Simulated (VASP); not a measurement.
# Mg2Si (Fm-3m) in VASP: a series of runs, part 2 of 2

VASP 6.6.1. Earlier steps stand in the parts before.

### 6 Single point, r2SCAN

This run uses another cell than the first one, of 21.22 Å³/atom.

Input file POSCAR:

```
Mg2Si
1.0
    0.0000000000      3.1689705497      3.1689705497
    3.1689705497      0.0000000000      3.1689705497
    3.1689705497      3.1689705497      0.0000000000
Mg Si
2 1
Direct
    0.2500000000      0.2500000000      0.2500000000
    0.7500000000      0.7500000000      0.7500000000
    0.0000000000      0.0000000000      0.0000000000
```

Input file INCAR.step1:

```
PREC = Accurate
ENCUT = 660
ISMEAR = 0
SIGMA = 0.01
LREAL = F
LASPH = T
NELM = 120
NBANDS = 11
GGA = PE
ALGO = Normal
EDIFF = 1E-5
LWAVE = T
LCHARG = F
GGA_COMPAT = F
```

Input file INCAR.step2:

```
PREC = Accurate
ENCUT = 660
EDIFF = 1E-6
ISMEAR = 0
SIGMA = 0.01
LREAL = F
LASPH = T
NELM = 120
ALGO = Normal
ISIF = 2
LWAVE = F
LCHARG = F
METAGGA = R2SCAN
LMIXTAU = T
NBANDS = 11
ISTART = 1
GGA_COMPAT = F
```

Input file KPOINTS:

```
Automatic mesh
0
Gamma
  6 6 6
```

Potentials or basis: VASP PAW PBE potentials, release 64 (Mg, Si).

Started as:

```
$ cat potpaw_PBE.64/Mg/POTCAR potpaw_PBE.64/Si/POTCAR > POTCAR
$ cp INCAR.step1 INCAR
$ mpirun -np 1 vasp_std > vasp.out
$ cp INCAR.step2 INCAR
$ mpirun -np 1 vasp_std > vasp.out
```

OUTCAR:

```text
PREC = Accurate
   ENCUT = 660
   EDIFF = 1E-6
   ISMEAR = 0
   LREAL = F
   LASPH = T
   NELM = 120
   ISIF = 2
   METAGGA = R2SCAN
   ISTART = 1

 ion  position               nearest neighbor table
   1  0.250  0.250  0.250-   3 2.74   3 2.74   3 2.74   3 2.74   2 3.17   2 3.17   2 3.17   2 3.17
                             2 3.17   2 3.17
   2  0.750  0.750  0.750-   3 2.74   3 2.74   3 2.74   3 2.74   1 3.17   1 3.17   1 3.17   1 3.17
                             1 3.17   1 3.17
   3  0.000  0.000  0.000-   2 2.74   2 2.74   2 2.74   1 2.74   2 2.74   1 2.74   1 2.74   1 2.74

  LATTYP: Found a face centered cubic cell.
 ALAT       =     6.3379410994

  Lattice vectors:

 A1 = (   0.0000000000,   3.1689705497,   3.1689705497)
 A2 = (   3.1689705497,   0.0000000000,   3.1689705497)
 A3 = (   3.1689705497,   3.1689705497,   0.0000000000)

Analysis of symmetry for initial positions (statically):
=====================================================================
 Subroutine PRICEL returns:
 Original cell was already a primitive cell.

 Routine SETGRP: Setting up the symmetry group for a
 face centered cubic supercell.

 Subroutine GETGRP returns: Found 48 space group operations
 (whereof 48 operations were pure point group operations)
 out of a pool of 48 trial point group operations.

The static configuration has the point symmetry O_h .

Analysis of symmetry for dynamics (positions and initial velocities):
=====================================================================
 Subroutine PRICEL returns:
 Original cell was already a primitive cell.

 Routine SETGRP: Setting up the symmetry group for a
 face centered cubic supercell.

 Subroutine GETGRP returns: Found 48 space group operations
 (whereof 48 operations were pure point group operations)
 out of a pool of 48 trial point group operations.

The dynamic configuration has the point symmetry O_h .

 Subroutine INISYM returns: Found 48 space group operations
 (whereof 48 operations are pure point group operations),
 and found     1 'primitive' translations

----------------------------------------------------------------------------------------

                                     Primitive cell

  volume of cell :      63.6480

  direct lattice vectors                    reciprocal lattice vectors
     0.000000000  3.168970550  3.168970550    -0.157779945  0.157779945  0.157779945
     3.168970550  0.000000000  3.168970550     0.157779945 -0.157779945  0.157779945
     3.168970550  3.168970550  0.000000000     0.157779945  0.157779945 -0.157779945

  length of vectors
     4.481601130  4.481601130  4.481601130     0.273282882  0.273282882  0.273282882

  position of ions in fractional coordinates (direct lattice)
     0.250000000  0.250000000  0.250000000
     0.750000000  0.750000000  0.750000000
     0.000000000  0.000000000  0.000000000

  ion indices of the primitive-cell ions
   primitive index   ion index
                 1           1
                 2           2
                 3           3

----------------------------------------------------------------------------------------

 KPOINTS: Automatic mesh

[... 38 lines left out ...]
 -0.333333  0.333333  0.166667     24.000000
 -0.333333  0.500000  0.166667     12.000000
   k-points           NKPTS =     16   k-points in BZ     NKDIM =     16   number of bands    NBANDS=     11
   number of dos      NEDOS =    301   number of ions     NIONS =      3
   total plane-waves  NPLWV =  64000
   dimension x,y,z NGX =    40 NGY =   40 NGZ =   40
   dimension x,y,z NGXF=    80 NGYF=   80 NGZF=   80
   ions per type =               2   1
   NGX,Y,Z   is equivalent  to a cutoff of  14.84, 14.84, 14.84 a.u.
   NGXF,Y,Z  is equivalent  to a cutoff of  29.68, 29.68, 29.68 a.u.
 SYSTEM =  unknown system
   PREC   = accura    normal or accurate (medium, high low for compatibility)
   ISTART =      1    job   : 0-new  1-cont  2-samecut
   ICHARG =      0    charge: 1-file 2-atom 10-const
   ISPIN  =      1    spin polarized calculation?
   LNONCOLLINEAR =      F non collinear calculations
   LSORBIT =      F    spin-orbit coupling
   LASPH  =      T    aspherical Exc in radial PAW
   ENCUT  =  660.0 eV  48.51 Ry    6.96 a.u.   9.39  9.39  9.39*2*pi/ulx,y,z
   NELM   =    120;   NELMIN=  2; NELMDL=  0     # of ELM steps
   EDIFF  = 0.1E-05   stopping-criterion for ELM
   LREAL  =      F    real-space projection
   EDIFFG = 0.1E-04   stopping-criterion for IOM
   NSW    =      0    number of steps for IOM
   IBRION =     -1    ionic relax: 0-MD 1-quasi-New 2-CG
   NFREE  =      0    steps in history (QN), initial steepest desc. (CG)
   ISIF   =      2    stress and relaxation
   ISYM   =      2    0-nonsym 1-usesym 2-fastsym
   POTIM  = 0.5000    time-step for ionic-motion
   TEBEG  =    0.0;   TEEND  =   0.0 temperature during run
   PSTRESS=    0.0 pullay stress
   NELECT =       8.0000    total number of electrons
   NUPDOWN=      -1.0000    fix difference up-down
   EMIN   =  10.00;   EMAX   =-10.00  energy-range for DOS
   EFERMI =   0.00;   METHOD = LEGACY
   ISMEAR =     0;   SIGMA  =   0.01  broadening in eV -4-tet -1-fermi 0-gaus
   EFERMI_NEDOS =   21; number of points for ismear=-14 and -15
   IALGO  =     38    algorithm
   IMIX   =      4    mixing-type and parameters
     AMIX     =   0.40;   BMIX     =  1.00
     AMIX_MAG =   1.60;   BMIX_MAG =  1.00
  volume/ion in A,a.u.               =      21.22       143.17
  Fermi-wavevector in a.u.,A,eV,Ry     =   0.820056  1.549680  9.149798  0.672491
  Thomas-Fermi vector in A             =   1.930970
   LORBIT       =      0    0 simple, 1 ext, 2 COOP (PROOUT), +10 PAW based schemes
   METAGGA = R2SCAN    functional components
   LHFCALC =     F    Hartree Fock is set to
   AEXX    =    0.0000 exact exchange contribution
   IVDW    =     0    specifies the selected vdW correction
   LEPSILON=     F    determine dielectric tensor
   LRPA    =     F    only Hartree local field effects (RPA)
 non-spin polarized calculation
 Gauss-broadening in eV      SIGMA  =   0.01
  energy-cutoff  :      660.00
  volume of cell :       63.65
 maximum number of plane-waves:      2475
 NGX is ok and might be reduce to    40
   NGX = 19   NGY = 19   NGZ = 19

 number of electron       8.0000000 magnetization

 Free energy of the ion-electron system (eV)
  ---------------------------------------------------
  ext. energy  EPLUGINS =         0.00000000
  ---------------------------------------------------
  free energy    TOTEN  =       -17.66944214 eV

  energy without entropy =      -17.66944214  energy(sigma->0) =      -17.66944214

 E-fermi :   3.6292     XC(G=0):  -9.2054

 val. band max:        3.5654227609   @ k =   0.0000   0.0000   0.0000
 cond. band min:       4.0091131271   @ k =   0.5000   0.5000   0.0000
 fundamental gap:      0.4436903663
 Fermi energy:         3.6291530085

 k-point     1 :       0.0000    0.0000    0.0000
  band No.  band energies     occupation
      1      -5.9778      2.00000
      2       3.5654      2.00000
      3       3.5654      2.00000
      4       3.5654      2.00000
      5       6.0608      0.00000
      6       6.4033      0.00000
      7       6.4033      0.00000
      8       6.4033      0.00000
      9       9.5271      0.00000
     10       9.5271      0.00000
     11      11.1454      0.00000
[... 197 lines left out ...]
 k-point    16 :      -0.3333    0.5000    0.1667
  band No.  band energies     occupation
      1      -3.8550      2.00000
      2      -0.6044      2.00000
      3       0.4917      2.00000
      4       0.9559      2.00000
      5       5.5844      0.00000
      6       6.0566      0.00000
      7       9.1029      0.00000
      8       9.2332      0.00000
      9      12.5190      0.00000
     10      12.6165      0.00000
     11      13.0831      0.00000

------------------------ aborting loop because EDIFF is reached ----------------------------------------

  FORCE on cell =-STRESS in cart. coord.  units (eV):
  Direction    XX          YY          ZZ          XY          YZ          ZX
  --------------------------------------------------------------------------------------
  -------------------------------------------------------------------------------------
  Total       -0.1149103     -0.1149103     -0.1149103      0.0000000     -0.0000000      0.0000000
  in kB       -2.8925773     -2.8925773     -2.8925773      0.0000000     -0.0000000      0.0000000
  external PRESSURE =      -2.8925773 kB  Pullay stress =       0.0000000 kB

 VOLUME and BASIS-vectors are now :
 -----------------------------------------------------------------------------
  energy-cutoff  :      660.00
  volume of cell :       63.65
      direct lattice vectors                 reciprocal lattice vectors
     0.000000000  3.168970550  3.168970550    -0.157779945  0.157779945  0.157779945
     3.168970550  0.000000000  3.168970550     0.157779945 -0.157779945  0.157779945
     3.168970550  3.168970550  0.000000000     0.157779945  0.157779945 -0.157779945

 POSITION                                       TOTAL-FORCE (eV/Angst)
 -----------------------------------------------------------------------------------
      1.58449      1.58449      1.58449        -0.000000     -0.000000     -0.000000
      4.75346      4.75346      4.75346         0.000000      0.000000      0.000000
      0.00000      0.00000      0.00000         0.000000     -0.000000     -0.000000
 -----------------------------------------------------------------------------------
    total drift:                               -0.000000      0.000000      0.000000

  FREE ENERGIE OF THE ION-ELECTRON SYSTEM (eV)
  ---------------------------------------------------
  free  energy   TOTEN  =       -17.6694421362 eV

  energy  without entropy=      -17.6694421362  energy(sigma->0) =      -17.66944214
```

OSZICAR.step1:

```text
N       E                     dE             d eps       ncg     rms          rms(c)
DAV:   1     0.688455316525E+01    0.68846E+01   -0.31638E+03   352   0.648E+02
DAV:   2    -0.878348873639E+01   -0.15668E+02   -0.14419E+02   461   0.730E+01
DAV:   3    -0.945322570714E+01   -0.66974E+00   -0.66703E+00   443   0.122E+01
DAV:   4    -0.945900056632E+01   -0.57749E-02   -0.57740E-02   417   0.143E+00
DAV:   5    -0.945906904145E+01   -0.68475E-04   -0.68474E-04   428   0.160E-01    0.353E+00
DAV:   6    -0.896338859754E+01    0.49568E+00   -0.10073E+00   397   0.338E+00    0.194E+00
DAV:   7    -0.889485241838E+01    0.68536E-01   -0.38663E-01   403   0.224E+00    0.933E-01
DAV:   8    -0.889500615895E+01   -0.15374E-03   -0.14921E-02   385   0.621E-01    0.265E-01
DAV:   9    -0.889483609809E+01    0.17006E-03   -0.61634E-04   425   0.111E-01    0.135E-01
DAV:  10    -0.889491435930E+01   -0.78261E-04   -0.20837E-04   391   0.633E-02    0.542E-02
DAV:  11    -0.889490517945E+01    0.91798E-05   -0.17470E-05   281   0.163E-02
   1 F= -.88949052E+01 E0= -.88949052E+01  d E =-.320224E-16
```

Wall time 89 s (1 thread of Intel Xeon Platinum 8559C (Emerald Rapids), shared host); peak memory 0.25 GiB.

Results:

| Quantity | Value |
| --- | --- |
| Free energy | -17.6694 eV |
| Pressure | -0.3 GPa |
| Band gap on the k mesh | 0.44 eV (least direct gap 2.48 eV) |

Levels at points of the mesh, in eV from the valence-band top:
| k point | band 1 | band 2 | band 3 | band 4 | band 5 | band 6 | band 7 | band 8 |
| --- | --- | --- | --- | --- | --- | --- | --- | --- |
| (0.00, 0.00, 0.00) | -9.54 | 0.00 | 0.00 | 0.00 | 2.50 | 2.84 | 2.84 | 2.84 |
| (0.50, 0.00, 0.00) | -8.04 | -4.92 | -0.74 | -0.74 | 1.74 | 2.82 | 2.82 | 5.63 |
| (0.50, 0.50, 0.00) | -7.46 | -4.56 | -2.04 | -2.04 | 0.44 | 0.75 | 8.69 | 8.69 |

Caveat: the PAW data sets were made with another functional, which shifts forces and pressure a little. A k mesh can miss the band edges.

### 7 The runs side by side

| level | cell | cutoff (eV) | gap on the mesh (eV) | pressure (GPa) |
| --- | --- | --- | --- | --- |
| PBE | a = 4.545 Å, angles 60.0°, 3 atoms | 600 | 0.24 | -1.6 |
| PBE | a = 4.588 Å, angles 60.0°, 3 atoms | 600 | 0.27 | -2.9 |
| r2SCAN | a = 4.390 Å, angles 60.0°, 3 atoms | 660 | 0.37 | 3.8 |
| r2SCAN | a = 4.436 Å, angles 60.0°, 3 atoms | 660 | 0.41 | 1.6 |
| r2SCAN | a = 4.482 Å, angles 60.0°, 3 atoms | 660 | 0.44 | -0.3 |

Alike in all rows: task single point; potentials or basis VASP PAW PBE potentials, release 64 (Mg, Si); no spin polarisation; k mesh 6 × 6 × 6; smearing gaussian 0.01 eV.

Caveats: the PAW data sets were made with another functional, which shifts forces and pressure a little (at least some runs); the cell stands under pressure (at least some runs).

Absolute energies hang on the potentials; compare differences alone.
